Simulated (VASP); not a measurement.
# ScAl (Pm-3m) in VASP: further runs

The runs below take ScAl through single point, relaxation of cell and atoms, with PBEsol.

Everything below comes from runs of VASP 6.6.1. Logs are shortened: lines on timing, memory, paths and dates and some standing lists are left out, and cuts for length are marked.

**1. The cell of the first run**

The structure is cubic, space group Pm-3m (No. 221). The conventional cell has a = 2.961 Å, b = 2.961 Å, c = 2.961 Å, α = 90.00°, β = 90.00°, γ = 90.00°. Within 3.4 Å of Sc (site symmetry m-3m) lie 8 Al at 2.56 Å and 6 Sc at 2.96 Å. Within 3.4 Å of Al (site symmetry m-3m) lie 8 Sc at 2.56 Å and 6 Al at 2.96 Å.

**2. Single point, PBEsol**

Contents of INCAR:

```
SYSTEM = ScAl
  ALGO = Normal
  EDIFF = 1E-6
  ENCUT = 520
  GGA = PS
  ISIF = 2
  ISMEAR = 0
  LASPH = .TRUE.
  LCHARG = .FALSE.
  LREAL = .FALSE.
  LWAVE = .FALSE.
  NBANDS = 14
  NELM = 60
  PREC = Accurate
  SIGMA = 0.1
```

Contents of KPOINTS:

```
k-points
0
G
  14 14 14
  0 0 0
```

Contents of POSCAR:

```
ScAl
1.0
    2.9605092161      0.0000000000      0.0000000000
    0.0000000000      2.9605092161      0.0000000000
    0.0000000000      0.0000000000      2.9605092161
Sc Al
1 1
Direct
    0.5000000000      0.5000000000      0.5000000000
    0.0000000000      0.0000000000      0.0000000000
```

Potentials or basis: VASP PAW PBE potentials, release 64 (Sc_sv, Al).

Launch:

```bash
$ cat potpaw_PBE.64/Sc_sv/POTCAR potpaw_PBE.64/Al/POTCAR > POTCAR
$ mpirun -np 1 vasp_std > vasp.out
```

OUTCAR:

```text
SYSTEM = ScAl
   EDIFF = 1E-6
   ENCUT = 520
   GGA = PS
   ISIF = 2
   ISMEAR = 0
   LASPH = .TRUE.
   LREAL = .FALSE.
   NELM = 60
   PREC = Accurate

 ion  position               nearest neighbor table
   1  0.500  0.500  0.500-   2 2.56   2 2.56   2 2.56   2 2.56   2 2.56   2 2.56   2 2.56   2 2.56

   2  0.000  0.000  0.000-   1 2.56   1 2.56   1 2.56   1 2.56   1 2.56   1 2.56   1 2.56   1 2.56

  LATTYP: Found a simple cubic cell.
 ALAT       =     2.9605092161

  Lattice vectors:

 A1 = (   2.9605092161,   0.0000000000,   0.0000000000)
 A2 = (   0.0000000000,   2.9605092161,   0.0000000000)
 A3 = (   0.0000000000,   0.0000000000,   2.9605092161)

Analysis of symmetry for initial positions (statically):
=====================================================================
 Subroutine PRICEL returns:
 Original cell was already a primitive cell.

 Routine SETGRP: Setting up the symmetry group for a
 simple cubic supercell.

 Subroutine GETGRP returns: Found 48 space group operations
[... 9 lines left out ...]

 Routine SETGRP: Setting up the symmetry group for a
 simple cubic supercell.

 Subroutine GETGRP returns: Found 48 space group operations
[... 11 lines left out ...]
                                     Primitive cell

  volume of cell :      25.9477

  direct lattice vectors                    reciprocal lattice vectors
     2.960509216  0.000000000  0.000000000     0.337779729  0.000000000  0.000000000
     0.000000000  2.960509216  0.000000000     0.000000000  0.337779729  0.000000000
     0.000000000  0.000000000  2.960509216     0.000000000  0.000000000  0.337779729

  length of vectors
     2.960509216  2.960509216  2.960509216     0.337779729  0.337779729  0.337779729

  position of ions in fractional coordinates (direct lattice)
[... 8 lines left out ...]
----------------------------------------------------------------------------------------

 KPOINTS: k-points

Automatic generation of k-mesh.
 Grid dimensions read from file:
 generate k-points for:   14   14   14

 Generating k-lattice:

  Cartesian coordinates                     Fractional coordinates (reciprocal lattice)
     0.024127123  0.000000000  0.000000000     0.071428571  0.000000000  0.000000000
     0.000000000  0.024127123  0.000000000     0.000000000  0.071428571  0.000000000
     0.000000000  0.000000000  0.024127123     0.000000000  0.000000000  0.071428571

  Length of vectors
     0.024127123  0.024127123  0.024127123

  Shift w.r.t. Gamma in fractional coordinates (k-lattice)
     0.000000000  0.000000000  0.000000000

 Subroutine IBZKPT returns following result:
 ===========================================

[... 53 lines left out ...]
   ISIF   =      2    stress and relaxation
   ISYM   =      2    0-nonsym 1-usesym 2-fastsym
   POTIM  = 0.5000    time-step for ionic-motion
   TEBEG  =    0.0;   TEEND  =   0.0 temperature during run
   PSTRESS=    0.0 pullay stress
   NELECT =      14.0000    total number of electrons
   NUPDOWN=      -1.0000    fix difference up-down
   EMIN   =  10.00;   EMAX   =-10.00  energy-range for DOS
   EFERMI =   0.00;   METHOD = LEGACY
   ISMEAR =     0;   SIGMA  =   0.10  broadening in eV -4-tet -1-fermi 0-gaus
   EFERMI_NEDOS =   21; number of points for ismear=-14 and -15
   IALGO  =     38    algorithm
   IMIX   =      4    mixing-type and parameters
     AMIX     =   0.40;   BMIX     =  1.00
     AMIX_MAG =   1.60;   BMIX_MAG =  1.00
  volume/ion in A,a.u.               =      12.97        87.55
  Fermi-wavevector in a.u.,A,eV,Ry     =   1.332757  2.518546 24.167242  1.776242
  Thomas-Fermi vector in A             =   2.461668
   LORBIT       =      0    0 simple, 1 ext, 2 COOP (PROOUT), +10 PAW based schemes
   GGA     = PS    functional components
   LHFCALC =     F    Hartree Fock is set to
   AEXX    =    0.0000 exact exchange contribution
   IVDW    =     0    specifies the selected vdW correction
   LEPSILON=     F    determine dielectric tensor
   LRPA    =     F    only Hartree local field effects (RPA)
 non-spin polarized calculation
 Gauss-broadening in eV      SIGMA  =   0.10
  energy-cutoff  :      520.00
  volume of cell :       25.95
 maximum number of plane-waves:       739
 NGX is ok and might be reduce to    24
   NGX = 11   NGY = 11   NGZ = 11

 number of electron      13.9999997 magnetization

 Free energy of the ion-electron system (eV)
  ---------------------------------------------------
  ext. energy  EPLUGINS =         0.00000000
  ---------------------------------------------------
  free energy    TOTEN  =        -9.99437958 eV

  energy without entropy =       -9.99129610  energy(sigma->0) =       -9.99283784

 E-fermi :   9.3143     XC(G=0): -12.0990

 val. band max:        9.3059188807   @ k =   0.4286   0.0714   0.0000
 cond. band min:       9.3183527943   @ k =   0.4286   0.0714   0.0714
 fundamental gap:      0.0124339136
 Fermi energy:         9.3143415020

 k-point     1 :       0.0000    0.0000    0.0000
  band No.  band energies     occupation
      1     -38.7627      2.00000
      2     -17.3582      2.00000
      3     -17.3582      2.00000
      4     -17.3582      2.00000
      5      -0.3661      2.00000
      6       7.8498      2.00000
      7       7.8498      2.00000
      8      13.3857      0.00000
      9      13.3857      0.00000
     10      13.3857      0.00000
     11      15.4008      0.00000
     12      15.4008      0.00000
     13      15.4008      0.00000
     14      20.5686      0.00000
[... 377 lines left out ...]
      1     -38.6662      2.00000
      2     -17.8961      2.00000
      3     -17.5670      2.00000
      4     -17.2795      2.00000
      5       2.6524      2.00000
      6       6.3667      2.00000
      7       8.5728      2.00000
      8      10.1986      0.00000
      9      11.0968      0.00000
     10      12.5071      0.00000
     11      14.9142      0.00000
     12      17.3164      0.00000
     13      18.3079      0.00000
     14      20.4928      0.00000

 [... further k-points ...]
[... 5 lines left out ...]
  --------------------------------------------------------------------------------------
  -------------------------------------------------------------------------------------
  Total        9.8027354      9.8027354      9.8027354     -0.0000000     -0.0000000     -0.0000000
  in kB      605.2831857    605.2831857    605.2831857     -0.0000000     -0.0000000     -0.0000000
  external PRESSURE =     605.2831857 kB  Pullay stress =       0.0000000 kB

 VOLUME and BASIS-vectors are now :
 -----------------------------------------------------------------------------
  energy-cutoff  :      520.00
  volume of cell :       25.95
      direct lattice vectors                 reciprocal lattice vectors
     2.960509216  0.000000000  0.000000000     0.337779729  0.000000000  0.000000000
     0.000000000  2.960509216  0.000000000     0.000000000  0.337779729  0.000000000
     0.000000000  0.000000000  2.960509216     0.000000000  0.000000000  0.337779729

 POSITION                                       TOTAL-FORCE (eV/Angst)
 -----------------------------------------------------------------------------------
      1.48025      1.48025      1.48025         0.000000      0.000000      0.000000
      0.00000      0.00000      0.00000         0.000000      0.000000      0.000000
 -----------------------------------------------------------------------------------
    total drift:                                0.000000     -0.000000     -0.000000

  FREE ENERGIE OF THE ION-ELECTRON SYSTEM (eV)
  ---------------------------------------------------
  free  energy   TOTEN  =        -9.9943795838 eV

  energy  without entropy=       -9.9912961023  energy(sigma->0) =       -9.99283784
```

stdout:

```text
POSCAR found type information on POSCAR ScAl
 POSCAR found :  2 types and       2 ions
 scaLAPACK will be used
 -----------------------------------------------------------------------------
|                                                                             |
|                                                                             |
|     You enforced a specific xc type in the INCAR file but a different       |
|     I HOPE YOU KNOW WHAT YOU ARE DOING!                                     |
|                                                                             |
 -----------------------------------------------------------------------------

 LDA part: xc-table for (Slater+PW92), standard interpolation
 POSCAR, INCAR and KPOINTS ok, starting setup
 FFT: planning ... GRIDC
 FFT: planning ... GRID_SOFT
 FFT: planning ... GRID
 WAVECAR not read
 entering main loop
```

Run time: 31 s. Hardware: 1 thread of Intel Xeon Platinum 8259CL at 2.50GHz (Skylake/Cascade Lake), shared host; peak memory 0.17 GiB.

What came out:

* Free energy: -9.9944 eV
* Pressure: 60.5 GPa
* Band gap on the k mesh: zero (band 7 reaches 9.58 eV, above the bottom of band 8 at 8.38 eV)

Caveat: the PAW data sets were made with another functional, which shifts forces and pressure a little.

**3. Single point, PBEsol**

This run uses another cell than the first one, of 19.47 Å³/atom, 1.501 times its volume.

Contents of INCAR:

```
SYSTEM = ScAl
  PREC = Accurate
  ENCUT = 520
  EDIFF = 1E-6
  ISMEAR = 0
  SIGMA = 0.1
  LREAL = .False.
  LASPH = .True.
  NELM = 100
  ALGO = Fast
  ISIF = 2
  LWAVE = .False.
  LCHARG = .False.
  GGA = PS
  NBANDS = 14
```

Contents of KPOINTS:

```
regular mesh
0
Gamma
  12 12 12
  0 0 0
```

Contents of POSCAR:

```
ScAl
1.0
    3.3896192688      0.0000000000      0.0000000000
    0.0000000000      3.3896192688      0.0000000000
    0.0000000000      0.0000000000      3.3896192688
Sc Al
1 1
Direct
    0.5000000000      0.5000000000      0.5000000000
    0.0000000000      0.0000000000      0.0000000000
```

Potentials or basis: VASP PAW PBE potentials, release 64 (Sc_sv, Al).

Launch:

```bash
$ cat potpaw_PBE.64/Sc_sv/POTCAR potpaw_PBE.64/Al/POTCAR > POTCAR
$ mpirun -np 1 vasp_std > vasp.out
```

It took 63 s on 1 thread of Intel Xeon Platinum 8259CL at 2.50GHz (Skylake/Cascade Lake), shared host; peak memory 0.18 GiB.

It converged, with:

```
Free energy            : -11.6117 eV
Pressure               : -2.9 GPa
Band gap on the k mesh : zero (band 7 reaches 6.17 eV, above the bottom of band 8 at 5.00 eV)
```

Levels at points of the mesh, in eV from the Fermi level:
| k point | band 4 | band 5 | band 6 | band 7 | band 8 | band 9 | band 10 | band 11 |
| --- | --- | --- | --- | --- | --- | --- | --- | --- |
| (0.00, 0.00, 0.00) | -27.94 | -8.37 | -0.63 | -0.63 | 2.67 | 2.67 | 2.67 | 3.68 |
| (0.50, 0.00, 0.00) | -27.92 | -5.63 | -4.50 | 0.28 | 0.78 | 0.78 | 2.90 | 3.75 |
| (0.50, 0.50, 0.00) | -27.91 | -4.65 | -1.83 | -1.83 | -0.82 | 1.53 | 1.53 | 3.64 |
| (0.50, 0.50, 0.50) | -28.06 | -2.48 | -2.48 | -2.48 | -0.50 | 2.86 | 2.86 | 2.86 |

Caveat: the PAW data sets were made with another functional, which shifts forces and pressure a little.

**4. Single point, PBEsol**

This run uses another cell than the first one, of 14.81 Å³/atom, 1.142 times its volume.

Contents of INCAR:

```
SYSTEM = ScAl
PREC = Accurate ; ENCUT = 520
EDIFF = 1E-7 ; ISMEAR = 0
SIGMA = 0.1 ; LREAL = .False.
LASPH = .True. ; NELM = 60
ALGO = Normal ; ISIF = 2
LWAVE = .False. ; LCHARG = .True.
GGA = PS ; LELF = .True.
LVHAR = .True. ; NBANDS = 14
```

Contents of KPOINTS:

```
regular mesh
0
Gamma
  14 14 14
  0 0 0
```

Contents of POSCAR:

```
ScAl
1.0
    3.0943441837      0.0000000000      0.0000000000
    0.0000000000      3.0943441837      0.0000000000
    0.0000000000      0.0000000000      3.0943441837
Sc Al
1 1
Direct
    0.5000000000      0.5000000000      0.5000000000
    0.0000000000      0.0000000000      0.0000000000
```

Launch:

```bash
$ cat potpaw_PBE.64/Sc_sv/POTCAR potpaw_PBE.64/Al/POTCAR > POTCAR
$ mpirun -np 1 vasp_std > vasp.out
```

Wall time 36 s (1 thread of Intel Xeon Platinum 8259CL at 2.50GHz (Skylake/Cascade Lake), shared host); peak memory 0.17 GiB.

The run converged. Its results:

| Property | Result |
| --- | --- |
| Free energy | -11.0091 eV |
| Pressure | 30.3 GPa |
| Band gap on the k mesh | zero (band 7 reaches 8.39 eV, above the bottom of band 8 at 7.17 eV) |

Levels at points of the mesh, in eV from the Fermi level:
```csv
k point,band 5,band 6,band 7,band 8,band 9,band 10
"(0.00, 0.00, 0.00)",-9.34,-1.16,-1.16,3.56,3.56,3.56
"(0.50, 0.00, 0.00)",-5.72,-5.07,0.15,1.01,1.01,3.91
"(0.50, 0.50, 0.00)",-5.26,-1.65,-1.65,-0.93,1.85,1.85
"(0.50, 0.50, 0.50)",-3.21,-3.21,-3.21,1.00,3.96,3.96
```

Caveat: the PAW data sets were made with another functional, which shifts forces and pressure a little.

[end of part 1 of 2]
